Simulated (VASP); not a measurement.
A run of VASP 6.6.1 is set up as follows.

INCAR

```
PREC     = Accurate       # precision mode
ENCUT    = 520            # plane-wave cutoff, eV
EDIFF    = 1E-8           # SCF threshold, eV
ISMEAR   = -1             # smearing method
SIGMA    = 0.02           # smearing width, eV
LREAL    = F              # projectors in reciprocal space
LASPH    = T              # aspherical terms in the spheres
NELM     = 80             # most SCF steps
ALGO     = Normal         # electronic algorithm
ISIF     = 2              # what is computed and relaxed
LWAVE    = F              # write WAVECAR
LCHARG   = F              # write CHGCAR
GGA      = PE             # functional
LEFG     = T            
NBANDS   = 15             # bands
```

Contents of KPOINTS:

```
Automatic mesh
0
Gamma
  11 11 11
```

The input POSCAR:

```
CaO
1.0
    0.0000000000      2.4242609349      2.4242609349
    2.4242609349      0.0000000000      2.4242609349
    2.4242609349      2.4242609349      0.0000000000
Ca O
1 1
Direct
    0.0000000000      0.0000000000      0.0000000000
    0.5000000000      0.5000000000      0.5000000000
```

Potentials or basis: VASP PAW PBE potentials, release 64 (Ca_sv, O).

Launch:

```bash
$ cat potpaw_PBE.64/Ca_sv/POTCAR potpaw_PBE.64/O/POTCAR > POTCAR
$ mpirun -np 1 vasp_std > vasp.out
```

**Question.** What does it give for the band gap on the k mesh?

**Answer.** 3.68 eV, indirect (least direct gap 4.06 eV).

**Question.** Predict the pressure.

**Answer.** -0.6 GPa.

Caveat: without QUAD_EFG the Cq values of the log hold for a quadrupole moment of 1 mb, not for the nuclei. A k mesh can miss the band edges.
